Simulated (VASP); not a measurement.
Set up this calculation in VASP 6.6.1, as the native input.

```
Task                   : single point
Functional             : PBEsol
Potentials or basis    : VASP PAW PBE potentials, release 64 (Ti_sv, Al)
Cutoff                 : 520 eV
k mesh                 : 15 × 15 × 6
Occupations            : gaussian, width 0.15 eV
Spin                   : no spin polarisation
Dipole correction      : no
Further INCAR settings : ALGO = Fast; EDIFF = 1e-06; NBANDS = 28
```

The structure of Ti3Al lies in POSCAR:

```
Ti3Al
1.0
    2.8701969374      0.0000000000      0.0000000000
   -1.4350984687      2.4856634617      0.0000000000
    0.0000000000      0.0000000000      9.3000121166
Ti Al
3 1
Direct
    0.6666666667      0.3333333333      0.0000000000
    0.3333333333      0.6666666667      0.7566446634
    0.3333333333      0.6666666667      0.2433553366
    0.6666666667      0.3333333333      0.5000000000
```

This cell differs from its parent crystal: atoms shifted along a free coordinate, c/a of the conventional cell at fixed volume 3.2402.

One way to write it, as run:

INCAR

```
  ALGO = Fast
  EDIFF = 1E-6
  ENCUT = 520
  GGA = PS
  ISIF = 2
  ISMEAR = 0
  LASPH = True
  LCHARG = False
  LREAL = False
  LWAVE = False
  NBANDS = 28
  NELM = 60
  PREC = Accurate
  SIGMA = 0.15
```

KPOINTS

```
k-points
0
Gamma
  15 15 6
```

Potentials or basis: VASP PAW PBE potentials, release 64 (Ti_sv, Al).

Command:

```sh
$ cat potpaw_PBE.64/Ti_sv/POTCAR potpaw_PBE.64/Al/POTCAR > POTCAR
$ mpirun -np 1 vasp_std > vasp.out
```

It gave:

| Quantity | Value |
| --- | --- |
| Pressure | 0.0 GPa |
| Largest force | 0.434 eV/Å |
| Band gap on the k mesh | zero (an odd number of electrons rules out a gap without spin polarisation) |

Caveat: the PAW data sets were made with another functional, which shifts forces and pressure a little.

Run time: 5.4 min on 1 thread of Intel(R) Xeon(R) 6975P-C (Granite Rapids), on a shared host, peak memory 0.31 GiB.
